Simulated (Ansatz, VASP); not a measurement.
## Two plane-wave programs on CuO

```
CELL_PARAMETERS angstrom
3.42205 0.00000 0.00000
0.00000 3.42205 0.00000
0.00000 0.00000 4.26046
ATOMIC_POSITIONS crystal
Cu 0.00000 0.50000 0.00000
Cu 0.50000 0.00000 0.50000
O 0.00000 0.00000 0.25000
O 0.00000 0.00000 0.75000
```

Alike in both runs: task relaxation of cell and atoms; functional PBE; k mesh 8 × 8 × 6; occupations fermi-dirac, width 0.05 eV; no spin polarisation.

|  | VASP | Ansatz |
| --- | --- | --- |
| version | VASP 6.6.1 | Ansatz 0.2.0 |
| potentials or method | VASP PAW PBE potentials, release 64 (Cu, O) | Ansatz PAW |
| plane-wave cutoff (eV) | 600 | 420 |
| valence electrons in the cell | 34 | 50 |

VASP gave:

| Quantity | Value |
| --- | --- |
| gap on the k mesh at the Fermi level, each at its own relaxed structure (eV) | none |
| relaxed volume (Å³/atom) | 11.23 |
| relaxed cell length with the largest relative difference (Å) | 2.955 |

Q: Which values does Ansatz return?

A: gap on the k mesh at the Fermi level, each at its own relaxed structure (eV): none; relaxed volume (Å³/atom): 11.19; relaxed cell length with the largest relative difference (Å): 2.946.

A gap of «none» marks a metal or a gap that the smearing closes. VASP's potentials hold 34 valence electrons a cell and Ansatz's 50, so a difference there can come from the potentials and not from the codes.

Noted on Ansatz's run: the plane-wave basis is chosen anew once the cell has moved, so the energies of steps on either side of that aren't comparable.
